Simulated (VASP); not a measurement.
Here is a VASP 6.6.1 calculation.

The input INCAR:

```
PREC = Accurate ; ENCUT = 600
EDIFF = 1E-6 ; ISMEAR = -1
SIGMA = 0.05 ; LREAL = F
LASPH = T ; NELM = 80
ALGO = Normal ; ISIF = 3
LWAVE = F ; LCHARG = F
GGA = RE ; IVDW = 12
IBRION = 2 ; NSW = 60
EDIFFG = -0.01
```

File KPOINTS:

```
Automatic mesh
0
Gamma
  9 9 2
```

POSCAR

```
Te2Mo
1.0
    3.5182000000      0.0000000000      0.0000000000
   -1.7591000000      3.0468505756      0.0000000000
    0.0000000000      0.0000000000     13.9736000000
Te Mo
4 2
Direct
    0.6666666667      0.3333333333      0.3790000000
    0.3333333333      0.6666666667      0.8790000000
    0.6666666667      0.3333333333      0.1210000000
    0.3333333333      0.6666666667      0.6210000000
    0.6666666667      0.3333333333      0.7500000000
    0.3333333333      0.6666666667      0.2500000000
```

Potentials or basis: VASP PAW PBE potentials, release 64 (Te, Mo_sv).

The run is started by

```bash
$ cat potpaw_PBE.64/Te/POTCAR potpaw_PBE.64/Mo_sv/POTCAR > POTCAR
$ mpirun -np 1 vasp_std > vasp.out
```

Task: What does it give for the dispersion energy per atom?

Result: -1.090 eV.

Task: Estimate the relaxed cell.

Result: a = 3.460 Å, b = 3.460 Å, c = 13.387 Å, α = 90.00°, β = 90.00°, γ = 120.00°.

Forces in eV/Å, atoms in the order of the input:
```
Te   0.000  0.000  0.003
Te   0.000  0.000  0.003
Te   0.000  0.000 -0.003
Te   0.000  0.000 -0.003
Mo   0.000  0.000  0.000
Mo   0.000  0.000  0.000
```

Caveat: the PAW data sets were made with another functional, which shifts forces and pressure a little.
